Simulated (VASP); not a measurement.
Write the native input for VASP 6.6.1 that does the following.

```yaml
Task: single point
Functional: PBE
Potentials_or_basis: VASP PAW PBE potentials, release 64 (Ba_sv, Ti_sv, O)
Cutoff: 600 eV
k_mesh: 4 × 4 × 4
Occupations: gaussian, width 0.1 eV
Spin: collinear spin
Starting_moments: "[0.0, 0.0, 1.0, -1.0, 0.0, 0.0, 0.0, 0.0, 0.0, 0.0] μB"
Dipole_correction: no
Further_INCAR_settings: ALGO = Normal; EDIFF = 1e-06; NBANDS = 55
```

The structure of BaTiO3 lies in POSCAR:

```
BaTiO3
1.0
    0.0000000000      4.0060000000      4.0060000000
    4.0060000000      0.0000000000      4.0060000000
    4.0060000000      4.0060000000      0.0000000000
Ba Ti O
2 2 6
Direct
    0.2500000000      0.2500000000      0.2500000000
    0.7500000000      0.7500000000      0.7500000000
    0.0000000000      0.0000000000      0.0000000000
    0.5000000000      0.5000000000      0.5000000000
   -0.2500000000      0.2500000000      0.2500000000
    0.2500000000     -0.2500000000      0.2500000000
    0.2500000000      0.2500000000     -0.2500000000
    0.2500000000      0.7500000000      0.7500000000
    0.7500000000      0.2500000000      0.7500000000
    0.7500000000      0.7500000000      0.2500000000
```

These files were run (other wordings do the same):

INCAR

```
  ALGO = Normal
  EDIFF = 1E-6
  ENCUT = 600
  GGA = PE
  GGA_COMPAT = False
  ISIF = 2
  ISMEAR = 0
  ISPIN = 2
  LASPH = True
  LCHARG = False
  LMAXMIX = 4
  LORBIT = 11
  LREAL = False
  LWAVE = False
  MAGMOM = 0 0 1 -1 0 0 0 0 0 0
  NBANDS = 55
  NELM = 200
  PREC = Accurate
  SIGMA = 0.1
```

KPOINTS

```
k-points
0
Gamma
  4 4 4
```

Potentials or basis: VASP PAW PBE potentials, release 64 (Ba_sv, Ti_sv, O).

The run is started by

```bash
$ cat potpaw_PBE.64/Ba_sv/POTCAR potpaw_PBE.64/Ti_sv/POTCAR potpaw_PBE.64/O/POTCAR > POTCAR
$ mpirun -np 1 vasp_std > vasp.out
```

Results of the run:

```
Pressure                                              : 3.3 GPa
Band gap on the k mesh                                : 1.74 eV
Net moment                                            : 0.00 μB per cell
Valence electrons inside the program's atomic spheres : Ba 7.99; Ti 10.17; O 5.03
```

Caveat: the cell stands under pressure; spin-orbit coupling is left out, which moves the levels of the heavy elements.

Run time: 5.4 min on 1 thread of Oxide Virtual Turin-like Processor, with other jobs on the host, peak memory 0.42 GiB.
